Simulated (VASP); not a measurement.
Here is a VASP 6.6.1 calculation.

The input INCAR:

```
  ALGO = Normal
  EDIFF = 1E-6
  ENCUT = 520
  GGA = PE
  ISIF = 2
  ISMEAR = 0
  LASPH = True
  LCHARG = False
  LREAL = False
  LWAVE = False
  NBANDS = 14
  NELM = 80
  PREC = Accurate
  SIGMA = 0.1
```

KPOINTS

```
k-points
0
Gamma
  14 14 14
```

File POSCAR:

```
P
1.0
   -2.3363777119      2.3363777119      2.3363777119
    2.3363777119     -2.3363777119      2.3363777119
    2.3363777119      2.3363777119     -2.3363777119
P
3
Direct
    0.5000000000      0.0000000000      0.5000000000
    0.0000000000      0.5000000000      0.5000000000
    0.5000000000      0.5000000000      0.0000000000
```

Potentials or basis: VASP PAW PBE potentials, release 64 (P).

The run is started by

```bash
$ cat potpaw_PBE.64/P/POTCAR > POTCAR
$ mpirun -np 1 vasp_std > vasp.out
```

(1) What does it give for the pressure?

Results:

(1) -0.2 GPa.
